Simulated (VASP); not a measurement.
Sn2Sb:

```
Sn Sb
1.0
     5.28441    0.00000    0.00000
    -2.64220    4.57643    0.00000
     0.00000    0.00000    3.44846
Sn Sb
2 1
Direct
  0.33333 0.66667 0.50000
  0.66667 0.33333 0.50000
  0.00000 0.00000 0.00000
```

```yaml
Program: VASP 6.6.1
Task: relaxation of cell and atoms
Functional: PBE
Potentials_or_basis: VASP PAW PBE potentials, release 64 (Sn_d, Sb)
Cutoff: 600 eV
k_mesh: 6 × 6 × 6
Occupations: gaussian, width 0.1 eV
Spin: no spin polarisation
```

At the start: pressure -0.1 GPa; volume 27.80 Å³/atom.

Problem. Where does the relaxation end?

Solution. Over 3 steps the energy falls by 2.8 meV/atom and the volume is 27.70 Å³/atom (-0.3 %); space group P6/mmm (No. 191, to 0.1 Å) before and after.

The path:
```csv
step,energy change (eV),largest force (eV/Å),pressure (GPa),volume (Å³)
1,0.0000,0.0000,-0.10,83.40
2,-0.0077,0.0000,-0.09,83.18
3,-0.0084,0.0000,-0.11,83.10
```

Final structure:
```cif
data_structure
_symmetry_space_group_name_H-M 'P 1'
_symmetry_Int_Tables_number 1
_cell_length_a 5.3181
_cell_length_b 5.3181
_cell_length_c 3.3930
_cell_angle_alpha 90.000
_cell_angle_beta 90.000
_cell_angle_gamma 120.000
_cell_volume 83.10
loop_
_atom_site_label
_atom_site_type_symbol
_atom_site_fract_x
_atom_site_fract_y
_atom_site_fract_z
_atom_site_occupancy
Sn1 Sn 0.33333 0.66667 0.50000 1
Sn2 Sn 0.66667 0.33333 0.50000 1
Sb1 Sb 0.00000 0.00000 0.00000 1
```

Caveat: the highest band is partly filled, so the run has too few bands.
